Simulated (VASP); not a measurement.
C: single point with PBE

Crystal: C.

```xyz
2
Lattice="0.6973 2.1916 2.1916 2.1916 0.6973 2.1916 2.1916 2.1916 0.6973" Properties=species:S:1:pos:R:3 pbc="T T T"
C     2.5403    2.5403    2.5403
C     3.8104    3.8104    3.8104
```

This cell differs from its parent crystal: ratio of the length along [111] to the lengths across it x 1.7, volume and fractional coordinates fixed.

```json
{
 "Program": "VASP 6.6.1",
 "Task": "single point",
 "Functional": "PBE",
 "Potentials or basis": "VASP PAW PBE potentials, release 64 (C)",
 "Cutoff": "520 eV",
 "k mesh": "12 × 12 × 12",
 "Occupations": "gaussian, width 0.05 eV",
 "Spin": "no spin polarisation"
}
```

```
Pressure               : 107.8 GPa
Largest force          : 3.052 eV/Å
Band gap on the k mesh : zero (band 4 reaches 12.18 eV, above the bottom of band 5 at 7.29 eV)
```

Forces in eV/Å, atoms in the order of the input:
```
C   -1.762 -1.762 -1.762
C    1.762  1.762  1.762
```

Stress tensor (GPa, compression positive):
```
 107.76 -106.46 -106.46
-106.46  107.76 -106.46
-106.46 -106.46  107.76
```

Levels at points of the mesh, in eV from the Fermi level:
```
           k point  band 1  band 2  band 3  band 4  band 5  band 6  band 7  band 8
(0.00, 0.00, 0.00)  -23.46   -6.96   -4.87    2.36    2.36   10.60   10.60   21.21
(0.50, 0.00, 0.00)  -15.06  -14.74   -3.00   -2.80    0.03   10.10   11.26   12.54
(0.50, 0.50, 0.00)  -14.86  -14.27   -5.39   -3.15    0.28    8.89   11.69   14.58
(0.50, 0.50, 0.50)  -22.55  -13.37    2.09    2.09    5.28   11.14   11.14   17.26
```

Run time: 34 s on 1 thread of AMD EPYC 7R43 64-Core Processor (Zen 3), on a shared host, peak memory 0.1 GiB.

Caveat: forces of over 1 eV/Å act on the atoms, so gaps and moduli don't describe the material at rest.
